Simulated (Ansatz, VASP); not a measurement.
One calculation of TaTi3, two programs

```
CELL_PARAMETERS angstrom
0.00000 3.26653 3.26653
3.26653 0.00000 3.26653
3.26653 3.26653 0.00000
ATOMIC_POSITIONS crystal
Ti 0.25000 0.25000 0.25000
Ti 0.75000 0.75000 0.75000
Ti 0.50000 0.50000 0.50000
Ta 0.00000 0.00000 0.00000
```

Alike in both runs: task single point; functional LDA; k mesh 6 × 6 × 6; occupations fermi-dirac, width 0.1 eV; no spin polarisation.

|  | VASP | Ansatz |
| --- | --- | --- |
| version | VASP 6.6.1 | Ansatz 0.2.0 |
| potentials or method | VASP PAW LDA potentials, release 64 (Ti_sv, Ta_pv), cutoff 520 eV | plane waves, PAW |
| valence electrons in the cell | 47 | 49 |

|  | VASP | Ansatz | Ansatz less VASP |
| --- | --- | --- | --- |
| pressure (GPa) | -9.4 | -9.5 | -0.08 |

LDA's correlation is that of Perdew and Zunger in VASP and of Perdew and Wang (1992) in Ansatz. VASP's potentials hold 47 valence electrons a cell and Ansatz's 49, so a difference there can come from the potentials and not from the codes.

Neither program's run includes spin-orbit coupling.
